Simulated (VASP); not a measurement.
**Hf3Br: single point with PBE**

Crystal: Hf3Br.

```xyz
4
Lattice="3.2877 0.0000 0.0000 0.0000 3.2877 0.0000 0.0000 0.0000 9.3147" Properties=species:S:1:pos:R:3 pbc="T T T"
Hf    1.6439    1.6439    7.2924
Hf    1.6439    1.6439    2.0223
Hf    0.0000    0.0000    0.0000
Br    1.6439    1.6439    4.6573
```

The cell was built from a structure type or drawn by symmetry, and may not be a known phase.

```yaml
Program: VASP 6.6.1
Task: single point
Functional: PBE
Potentials_or_basis: VASP PAW PBE potentials, release 64 (Hf_pv, Br)
Cutoff: 520 eV
k_mesh: 6 × 6 × 2
Occupations: gaussian, width 0.1 eV
Spin: no spin polarisation
Dipole_correction: no
Further_INCAR_settings: ALGO = Normal; EDIFF = 1e-07; NBANDS = 26
```

```json
{
  "Pressure": "-0.4 GPa",
  "Largest force": "0.010 eV/Å",
  "Band gap on the k mesh": "zero (an odd number of electrons rules out a gap without spin polarisation)"
}
```

Forces in eV/Å, atoms in the order of the input:
```
Hf   0.000  0.000  0.010
Hf   0.000  0.000 -0.010
Hf   0.000  0.000  0.000
Br   0.000  0.000  0.000
```

Stress tensor (GPa, compression positive):
```
-0.31  0.00  0.00
 0.00 -0.31  0.00
 0.00  0.00 -0.43
```

Levels at points of the mesh, in eV from the Fermi level:
```tsv
k point	band 14	band 15	band 16	band 17	band 18	band 19	band 20	band 21	band 22	band 23
(0.00, 0.00, 0.00)	-2.90	-2.15	-2.15	-1.90	-0.63	1.44	1.45	1.45	2.47	3.01
(0.50, 0.00, 0.00)	-2.50	-2.32	-1.71	-0.45	-0.01	0.42	0.76	1.03	1.12	1.85
(0.50, 0.50, 0.00)	-2.53	-2.52	-1.44	-1.44	-1.34	0.18	0.18	1.87	1.87	3.86
(0.00, 0.00, 0.50)	-2.86	-2.15	-2.15	-1.90	-0.66	1.48	1.68	1.68	2.12	2.49
(0.50, 0.00, 0.50)	-2.81	-1.84	-1.69	-0.47	0.27	0.53	0.94	1.03	1.32	1.55
(0.50, 0.50, 0.50)	-2.49	-2.02	-1.41	-1.25	-1.25	-0.30	-0.30	2.72	2.72	2.89
```

Wall time 21 s on 1 thread of Intel(R) Xeon(R) 6975P-C (Granite Rapids), with other jobs on the host, peak memory 0.21 GiB.

Caveat: spin-orbit coupling is left out, which moves the levels of the heavy elements; an odd number of electrons without spin polarisation forces a metal; a magnetic or distorted state may lie lower.
